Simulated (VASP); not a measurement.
Input of a VASP 6.6.1 run:

INCAR

```
SYSTEM = LiSe
ALGO = Normal
EDIFF = 1E-7
EDIFFG = -0.04
ENCUT = 600
GGA = PE
IBRION = 2
ISIF = 3
ISMEAR = 0
LASPH = .TRUE.
LCHARG = .FALSE.
LREAL = .FALSE.
LWAVE = .FALSE.
NELM = 100
NSW = 90
PREC = Accurate
SIGMA = 0.1
```

KPOINTS

```
k-points
0
G
  4 4 4
  0 0 0
```

File POSCAR:

```
LiSe
1.0
    4.1146370000      0.0000000000      0.0000000000
    0.0000000000      6.3302107700      0.0000000000
    0.0000000000      0.0000000000      6.3302107700
Li Se
2 2
Direct
    0.0000000000      0.7500000000      0.0000000000
    0.5000000000      0.2500000000      0.5000000000
    0.0000000000      0.4450000000      0.3050000000
    0.5000000000      0.5550000000      0.8050000000
```

Potentials or basis: VASP PAW PBE potentials, release 64 (Li_sv, Se).

Launch:

```sh
$ cat potpaw_PBE.64/Li_sv/POTCAR potpaw_PBE.64/Se/POTCAR > POTCAR
$ mpirun -np 1 vasp_std > vasp.out
```

Q: Estimate the relaxed cell.

A: a = 4.884 Å, b = 3.881 Å, c = 3.775 Å, α = 90.00°, β = 90.00°, γ = 90.00°.

Q: What does it give for the space group after relaxing (to 0.05 Å)?

A: Pmmn (No. 59).

Q: Predict the relaxed volume.

A: 17.89 Å³/atom.

Forces on the atoms (eV/Å):
```
Li   0.000  0.034 -0.001
Li   0.000 -0.034 -0.001
Se   0.000  0.028  0.001
Se   0.000 -0.028  0.001
```

Caveat: the k points lie up to 0.42 Å⁻¹ apart in the final cell; the cutoff is under 1.25 times the usual one of these potentials, so pressure, stress and relaxed cells hold a basis-set (Pulay) error; the volume moved by over 15 % at a fixed basis, so the end points are rough.
